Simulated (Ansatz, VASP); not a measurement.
**GeSb4Te4 in VASP and in Ansatz**

Contents of INCAR:

```
SYSTEM = GeSb4Te4
  PREC = Accurate
  ENCUT = 520
  EDIFF = 1E-7
  ISMEAR = 0
  SIGMA = 0.03
  LREAL = .False.
  LASPH = .True.
  NELM = 80
  ALGO = Normal
  ISIF = 2
  LWAVE = .False.
  LCHARG = .True.
  GGA = PE
  LELF = .True.
  LVHAR = .True.
  NBANDS = 39
```

File KPOINTS:

```
regular mesh
0
Gamma
  9 9 2
  0 0 0
```

Contents of POSCAR:

```
GeSb4Te4
1.0
   -4.3299846501      0.0000000000      0.0000000000
   -2.1649923251     -3.7498767050      0.0000000000
   -3.2474884876     -1.8749383525     17.6486093019
Ge Sb Te
1 4 4
Direct
   -0.3095250000     -0.3095250000      0.6190500000
    0.2517587338      0.2517587338      0.1631491990
    0.6291912662      0.6291912662      0.0749508010
    0.4617574912      0.4617574912      0.4098183509
   -0.0808074912     -0.0808074912      0.8282816491
    0.0715490939      0.0715490939      0.5235684789
    0.3094009061      0.3094009061      0.7145315211
    0.8434916432      0.8434916431      0.3130167137
   -0.4625416432     -0.4625416432      0.9250832863
```

Input for Ansatz:

```yaml
crystal:
  lattice:
    - [-4.3299846501, 0.0, 0.0]
    - [-2.1649923251, -3.749876705, 0.0]
    - [-3.2474884876, -1.8749383525, 17.6486093019]
  atoms:
    - { symbol: Ge, position: [-0.309525, -0.309525, 0.61905] }
    - { symbol: Sb, position: [0.2517587338, 0.2517587338, 0.163149199] }
    - { symbol: Sb, position: [0.6291912662, 0.6291912662, 0.074950801] }
    - { symbol: Sb, position: [0.4617574912, 0.4617574912, 0.4098183509] }
    - { symbol: Sb, position: [-0.0808074912, -0.0808074912, 0.8282816491] }
    - { symbol: Te, position: [0.0715490939, 0.0715490939, 0.5235684789] }
    - { symbol: Te, position: [0.3094009061, 0.3094009061, 0.7145315211] }
    - { symbol: Te, position: [0.8434916432, 0.8434916431, 0.3130167137] }
    - { symbol: Te, position: [-0.4625416432, -0.4625416432, 0.9250832863] }
basis:
  ecutwfc: 420
kpoints:
  mp_grid: { grid: [9, 9, 2] }
hamiltonian:
  xc: pbe
scf:
  occupations: { method: gaussian, width: 0.03 }
output:
  forces: true
  stress: true
  eigenvalues: true
```

Alike in both runs: task single point; functional PBE; k mesh 9 × 9 × 2; occupations gaussian, width 0.03 eV; no spin polarisation.

|  | VASP | Ansatz |
| --- | --- | --- |
| version | VASP 6.6.1 | Ansatz 0.2.0 |
| potentials or method | VASP PAW PBE potentials, release 64 (Ge_d, Sb, Te), cutoff 520 eV | scalar-relativistic, plane waves, PAW |
| valence electrons in the cell | 58 | 138 |

Ansatz gave:

| Quantity | Value |
| --- | --- |
| gap on the k mesh at the Fermi level (eV) | none |
| pressure (GPa) | 1.0 |
| traceless stress, the component that is largest in VASP (GPa) | 1.36 |
| rms of the force components (eV/Å) | 0.292 |

Q: Estimate VASP's values.

A: gap on the k mesh at the Fermi level (eV): none; pressure (GPa): 1.0; traceless stress, the component that is largest in VASP (GPa): 1.36; rms of the force components (eV/Å): 0.286.

Atom by atom the forces differ by 0.015 eV/Å (rms over components). A gap of «none» marks a metal or a gap that the smearing closes. VASP's potentials hold 58 valence electrons a cell and Ansatz's 138, so a difference there can come from the potentials and not from the codes.

Spin-orbit coupling is off throughout.
